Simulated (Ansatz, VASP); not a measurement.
# One calculation of SnO, two programs

INCAR

```
ALGO = Normal ; EDIFF = 1E-6
ENCUT = 520 ; GGA = PS
ISIF = 2 ; ISMEAR = -1
LASPH = True ; LCHARG = False
LREAL = False ; LWAVE = False
NBANDS = 28 ; NELM = 80
PREC = Accurate ; SIGMA = 0.05
```

The input KPOINTS:

```
k-points
0
Gamma
  7 7 6
```

Contents of POSCAR:

```
SnO
1.0
    3.8638811754      0.0000000000      0.0000000000
    0.0000000000      3.8638811754      0.0000000000
    0.0000000000      0.0000000000      4.9512221655
Sn O
2 2
Direct
    0.5000000000      0.0000000000      0.7646261400
    0.0000000000      0.5000000000      0.2353738600
    0.0000000000      0.0000000000      0.0000000000
    0.5000000000      0.5000000000      0.0000000000
```

Contents of input.yaml:

```yaml
crystal:
  lattice:
    - [3.8638811754, 0.0, 0.0]
    - [0.0, 3.8638811754, 0.0]
    - [0.0, 0.0, 4.9512221655]
  atoms:
    - { symbol: Sn, position: [0.5, 0.0, 0.76462614] }
    - { symbol: Sn, position: [0.0, 0.5, 0.23537386] }
    - { symbol: O, position: [0.0, 0.0, 0.0] }
    - { symbol: O, position: [0.5, 0.5, 0.0] }
kpoints:
  mp_grid: { grid: [7, 7, 6] }
scf:
  occupations: { method: fermi_dirac, width: 0.05 }
hamiltonian:
  xc: pbesol
  pseudopotentials: { kind: all_electron, lapw: { basis_error: 0.001 } }
output:
  forces: true
  stress: true
  eigenvalues: true
```

Change from the starting cell: volume scaled by 1.04.

Alike in both runs: task single point; functional PBEsol; k mesh 7 × 7 × 6; occupations fermi-dirac, width 0.05 eV; no spin polarisation.

```csv
,VASP,Ansatz
version,VASP 6.6.1,Ansatz 0.2.0
potentials or method,"VASP PAW PBE potentials, release 64 (Sn_d, O), cutoff 520 eV","all-electron LAPW, scalar-relativistic"
```

|  | VASP | Ansatz | Ansatz less VASP |
| --- | --- | --- | --- |
| gap on the k mesh at the Fermi level (eV) | 0.50 | 0.49 | -0.009 |
| least direct gap on the mesh (eV) | 1.94 | 1.97 | +0.029 |
| pressure (GPa) | -3.7 | -3.9 | -0.21 |
| traceless stress, the component that is largest in VASP (GPa) | 0.47 | 0.46 | -0.008 |
| rms of the force components (eV/Å) | 0.146 | 0.179 | +0.0328 |

VASP's potentials were made for PBE, not for PBEsol. Atom by atom the forces differ by 0.033 eV/Å (rms over components). Ansatz ran all-electron here, and VASP with PAW potentials.
